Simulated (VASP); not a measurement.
Crystal: TiPb2.

```xyz
3
Lattice="4.8747 0.0000 0.0000 -2.4374 4.2217 0.0000 0.0000 0.0000 3.4287" Properties=species:S:1:pos:R:3 pbc="T T T"
Ti    0.0000    0.0000    0.0000
Pb    0.0000    2.8144    1.7144
Pb    2.4374    1.4072    1.7144
```

```yaml
Program: VASP 6.6.1
Task: relaxation of cell and atoms
Functional: PBE
Potentials_or_basis: VASP PAW PBE potentials, release 64 (Ti_sv, Pb_d)
Cutoff: 600 eV
k_mesh: 6 × 6 × 6
Occupations: gaussian, width 0.1 eV
Spin: no spin polarisation
```

At the start: pressure 11.0 GPa; volume 23.52 Å³/atom.

**Question.** How do energy, volume and symmetry change on relaxing?

**Answer.** Over 10 steps the energy falls by 302.3 meV/atom and the volume is 25.91 Å³/atom (+10.1 %); space group P6/mmm (No. 191, to 0.1 Å) before and after.

The path:
```csv
step,energy change (eV),largest force (eV/Å),pressure (GPa),volume (Å³)
1,0.0000,0.0000,11.02,70.56
2,-0.4178,0.0000,-2.34,87.79
3,-0.6619,0.0000,-0.53,79.95
4,-0.6813,0.0000,-5.00,87.34
5,-0.7140,0.0000,-3.12,83.62
6,-0.8961,0.0000,-1.30,79.65
7,-0.9018,0.0000,-1.12,79.15
8,-0.9020,0.0000,-0.96,79.04
9,-0.9065,0.0000,0.21,77.38
10,-0.9069,0.0000,0.09,77.72
```

Final structure:
```xyz
3
Lattice="5.3820 0.0000 0.0000 -2.6910 4.6609 0.0000 0.0000 0.0000 3.0982" Properties=species:S:1:pos:R:3 pbc="T T T"
Ti    0.0000    0.0000    3.0982
Pb    0.0000    3.1073    1.5491
Pb    2.6910    1.5536    1.5491
```
